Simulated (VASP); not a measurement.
**SrCl2: single point with r2SCAN**

The system is SrCl2.

```
CELL_PARAMETERS angstrom
0.00000 3.41714 3.41714
3.41714 0.00000 3.41714
3.41714 3.41714 0.00000
ATOMIC_POSITIONS crystal
Sr 0.00000 0.00000 0.00000
Cl 0.75000 0.75000 0.75000
Cl 0.25000 0.25000 0.25000
```

- Program: VASP 6.6.1
- Task: single point
- Functional: r2SCAN
- Potentials or basis: VASP PAW PBE potentials, release 64 (Sr_sv, Cl)
- Cutoff: 520 eV
- k mesh: 7 × 7 × 7
- Occupations: fermi-dirac, width 0.05 eV
- Spin: no spin polarisation
- Dipole correction: no
- Further INCAR settings: ALGO = Normal; EDIFF = 1e-07; NBANDS = 19

```yaml
Pressure: 3.1 GPa
Band_gap_on_the_k_mesh: 6.06 eV (least direct gap 6.18 eV)
```

Levels at points of the mesh, in eV from the valence-band top:
```tsv
k point	band 8	band 9	band 10	band 11	band 12	band 13	band 14	band 15	band 16	band 17
(0.00, 0.00, 0.00)	-2.34	-2.34	-0.33	-0.33	-0.33	6.24	6.69	6.69	9.77	9.77
```

Run time: 100 s on 1 thread of Intel(R) Xeon(R) Platinum 8488C (Sapphire Rapids), with other jobs on the host, peak memory 0.22 GiB.

Caveat: the cell stands under pressure; the PAW data sets were made with another functional, which shifts forces and pressure a little; an odd mesh through Γ misses points on the zone boundary, where band edges can lie.
